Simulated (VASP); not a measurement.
Input of a VASP 6.6.1 run:

INCAR

```
SYSTEM = SiC
ALGO = Normal
EDIFF = 1E-6
ENCUT = 520
GGA = PS
ISIF = 2
ISMEAR = -1
LASPH = .True.
LCHARG = .False.
LREAL = .False.
LWAVE = .False.
NBANDS = 16
NELM = 60
PREC = Accurate
SIGMA = 0.08
```

Contents of KPOINTS:

```
k-points
0
Gamma
  15 15 8
  0 0 0
```

File POSCAR:

```
SiC
1.0
    3.1363272130      0.0000000000      0.0000000000
   -1.5681636065      2.7161390411      0.0000000000
    0.0000000000      0.0000000000      5.1470055276
Si C
2 2
Direct
    0.3333333333      0.6666666667      0.0000000000
    0.6666666667      0.3333333333      0.5000000000
    0.3333333333      0.6666666667      0.3850000000
    0.6666666667      0.3333333333      0.8850000000
```

Potentials or basis: VASP PAW PBE potentials, release 64 (Si, C).

Command:

```bash
$ cat potpaw_PBE.64/Si/POTCAR potpaw_PBE.64/C/POTCAR > POTCAR
$ mpirun -np 1 vasp_std > vasp.out
```

(1) Estimate the pressure.

(2) What does it give for the band gap on the k mesh?

## Answers

(1) -11.0 GPa.

(2) 2.26 eV (least direct gap 3.85 eV).

Caveat: the cell stands under tension; the PAW data sets were made with another functional, which shifts forces and pressure a little; an odd mesh through Γ misses points on the zone boundary, where band edges can lie.
